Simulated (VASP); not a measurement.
# Mo: single point with PBEsol

Mo:

```
Mo
1.0
     0.00000    1.89789    1.89789
     1.89789    0.00000    1.89789
     1.89789    1.89789    0.00000
Mo
1
Direct
  0.00000 0.00000 0.00000
```

This isn't the form of Mo at room conditions, which is bcc.

```json
{
  "Program": "VASP 6.6.1",
  "Task": "single point",
  "Functional": "PBEsol",
  "Potentials or basis": "VASP PAW PBE potentials, release 64 (Mo_sv)",
  "Cutoff": "520 eV",
  "k mesh": "15 × 15 × 15",
  "Occupations": "fermi-dirac, width 0.1 eV",
  "Spin": "no spin polarisation"
}
```

```
Pressure               : 43.5 GPa
Band gap on the k mesh : zero (bands 7 and 8 overlap by 5.92 eV)
```

Levels at points of the mesh, in eV from the Fermi level:
| k point | band 5 | band 6 | band 7 | band 8 | band 9 | band 10 |
| --- | --- | --- | --- | --- | --- | --- |
| (0.00, 0.00, 0.00) | -7.19 | -1.00 | -1.00 | -1.00 | 2.36 | 2.36 |

Wall time 24 s on 1 thread of AMD EPYC 7R43 64-Core Processor (Zen 3), on a shared host, peak memory 0.1 GiB.

Caveat: the cell stands under pressure; the PAW data sets were made with another functional, which shifts forces and pressure a little.
